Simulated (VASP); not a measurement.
# Al3GaN4: single point with PBEsol

Crystal: Al3GaN4.

```
CELL_PARAMETERS angstrom
4.53933 -0.24239 -0.24239
-0.24239 4.53933 -0.24239
-0.24239 -0.24239 4.53933
ATOMIC_POSITIONS crystal
Al 0.50000 0.50000 0.00000
Al 0.50000 0.00000 0.50000
Al 0.00000 0.50000 0.50000
Ga 0.00000 0.00000 0.00000
N 0.74471 0.74471 0.25529
N 0.74471 0.25529 0.74471
N 0.25529 0.74471 0.74471
N 0.25529 0.25529 0.25529
```

- Program: VASP 6.6.1
- Task: single point
- Functional: PBEsol
- Potentials or basis: VASP PAW PBE potentials, release 64 (Al, Ga_d, N)
- Cutoff: 520 eV
- k mesh: 6 × 6 × 6
- Occupations: gaussian, width 0.05 eV
- Spin: no spin polarisation
- Dipole correction: no
- Further INCAR settings: ALGO = Normal; EDIFF = 1e-06; NBANDS = 31

The pressure is -6.6 GPa. The largest force is 2.423 eV/Å and the band gap on the k mesh is 2.12 eV.

Forces in eV/Å, atoms in the order of the input:
```
Al  -1.288 -1.288 -1.507
Al  -1.288 -1.507 -1.288
Al  -1.507 -1.288 -1.288
Ga  -1.319 -1.319 -1.319
N    1.334  1.334  1.521
N    1.334  1.521  1.334
N    1.521  1.334  1.334
N    1.213  1.213  1.213
```

Stress tensor (GPa, compression positive):
```
-6.58 21.54 21.54
21.54 -6.58 21.54
21.54 21.54 -6.58
```

Levels at points of the mesh, in eV from the valence-band top:
| k point | band 19 | band 20 | band 21 | band 22 | band 23 | band 24 |
| --- | --- | --- | --- | --- | --- | --- |
| (0.00, 0.00, 0.00) | -0.41 | -0.41 | 0.00 | 2.12 | 2.71 | 2.71 |
| (0.50, 0.00, 0.00) | -1.61 | -0.92 | -0.70 | 4.49 | 4.58 | 5.28 |
| (0.50, 0.50, 0.00) | -1.02 | -0.58 | -0.41 | 5.56 | 6.40 | 6.59 |
| (0.50, 0.50, 0.50) | -0.48 | -0.48 | -0.32 | 4.08 | 5.52 | 6.18 |

Run time: 3.1 min on 1 thread of AMD EPYC 7R13, with other jobs on the host, peak memory 0.22 GiB.

Caveat: the cell stands under tension; the PAW data sets were made with another functional, which shifts forces and pressure a little.
